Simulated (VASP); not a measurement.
Here is a VASP 6.6.1 calculation.

The input INCAR:

```
SYSTEM = Ti9H
ALGO     = Normal         ! electronic algorithm
DIPOL    = 0.5 0.5 0.338
EDIFF    = 1E-6           ! SCF threshold, eV
ENCUT    = 520            ! plane-wave cutoff, eV
GGA      = PE             ! functional
IDIPOL   = 3            
ISIF     = 2              ! what is computed and relaxed
ISMEAR   = 0              ! smearing method
LASPH    = .True.         ! aspherical terms in the spheres
LCHARG   = .True.         ! write CHGCAR
LDIPOL   = .True.       
LELF     = .True.         ! ELF
LREAL    = .False.        ! projectors in reciprocal space
LVACPOTAV= .True.       
LVHAR    = .True.       
LWAVE    = .False.        ! write WAVECAR
NBANDS   = 66             ! bands
NELM     = 60             ! most SCF steps
PREC     = Accurate       ! precision mode
SIGMA    = 0.1            ! smearing width, eV
```

KPOINTS

```
k-points
0
Gamma
  7 6 1
  0 0 0
```

POSCAR

```
Ti9H
1.0
    4.5793473381      0.0000000000      0.0000000000
   -2.2896736690      4.8731803173      0.0000000000
    0.0000000000      0.0000000000     20.8008028311
Ti H
9 1
Direct
    0.5259511637      0.0519023274      0.1923002700
    0.8311413964      0.6622827928      0.2107665519
    0.1363316291      0.2726632583      0.2292328340
    0.3570925601      0.7141851202      0.3030979621
    0.6640847992      0.3281368264      0.3193552711
    0.9697449144      0.9393324533      0.3378269322
    0.1905287611      0.3816414126      0.4115069858
    0.5011079414      0.0025593214      0.4254608482
    0.8026484359      0.6055378280      0.4471367238
    0.8026484359      0.8555378280      0.5034366948
```

Potentials or basis: VASP PAW PBE potentials, release 64 (Ti_sv, H).

Run with:

```sh
$ cat potpaw_PBE.64/Ti_sv/POTCAR potpaw_PBE.64/H/POTCAR > POTCAR
$ mpirun -np 1 vasp_std > vasp.out
```

Estimate the band gap on the k mesh.

zero (an odd number of electrons rules out a gap without spin polarisation).

Estimate the largest force.

1.182 eV/Å.

Forces in eV/Å, atoms in the order of the input:
```
Ti   0.001 -0.010  0.057
Ti   0.006 -0.262  0.466
Ti   0.008  0.083 -0.161
Ti  -0.055  0.125 -0.232
Ti  -0.017  0.041 -0.142
Ti   0.003  0.019 -0.111
Ti   0.099 -0.335 -0.121
Ti   0.632 -0.661  0.749
Ti  -0.021  0.449 -0.508
H   -0.657  0.551  0.003
```
